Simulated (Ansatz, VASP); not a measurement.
**One calculation of ZnO, two programs**

Contents of INCAR:

```
SYSTEM = ZnO
  PREC = Accurate
  ENCUT = 520
  EDIFF = 1E-7
  ISMEAR = 0
  SIGMA = 0.05
  LREAL = .False.
  LASPH = .True.
  NELM = 100
  ALGO = Normal
  ISIF = 2
  LWAVE = .False.
  LCHARG = .False.
  GGA = PE
  IVDW = 12
  NBANDS = 26
```

Contents of KPOINTS:

```
regular mesh
0
Gamma
  12 12 6
  0 0 0
```

POSCAR

```
ZnO
1.0
    3.2662751495      0.0000000000      0.0000000000
   -1.6331375747      2.8286772553      0.0000000000
    0.0000000000      0.0000000000      6.1688483439
Zn O
2 2
Direct
    0.0000000000      0.0000000000      0.7500000000
    0.0000000000      0.0000000000      0.2500000000
    0.3333333333      0.6666666667      0.2500000000
    0.6666666667      0.3333333333      0.7500000000
```

Input for Ansatz:

```yaml
crystal:
  lattice:
    - [3.2662751495, 0.0, 0.0]
    - [-1.6331375747, 2.8286772553, 0.0]
    - [0.0, 0.0, 6.1688483439]
  atoms:
    - { symbol: Zn, position: [0.0, 0.0, 0.75] }
    - { symbol: Zn, position: [0.0, 0.0, 0.25] }
    - { symbol: O, position: [0.3333333333, 0.6666666667, 0.25] }
    - { symbol: O, position: [0.6666666667, 0.3333333333, 0.75] }
basis:
  ecutwfc: 420
kpoints:
  mp_grid: { grid: [12, 12, 6] }
hamiltonian:
  xc: pbe
  dispersion: d3bj
scf:
  occupations: { method: gaussian, width: 0.05 }
output:
  forces: true
  stress: true
  eigenvalues: true
  write_density: true
  write_potential: true
  elf: true
  volumetric_format: npy
```

Alike in both runs: task single point; functional PBE; dispersion D3(BJ); k mesh 12 × 12 × 6; occupations gaussian, width 0.05 eV; no spin polarisation.

|  | VASP | Ansatz |
| --- | --- | --- |
| version | VASP 6.6.1 | Ansatz 0.2.0 |
| potentials or method | VASP PAW PBE potentials, release 64 (Zn, O), cutoff 520 eV | scalar-relativistic, plane waves, PAW |
| valence electrons in the cell | 36 | 36 |

VASP gave:

- gap on the k mesh at the Fermi level (eV): 0.70
- least direct gap on the mesh (eV): 0.70
- pressure (GPa): 0.9
- traceless stress, the component that is largest in VASP (GPa): -1.05

Task: Estimate Ansatz's values.

Result: gap on the k mesh at the Fermi level (eV): 0.70; least direct gap on the mesh (eV): 0.70; pressure (GPa): 0.0; traceless stress, the component that is largest in VASP (GPa): -0.02.
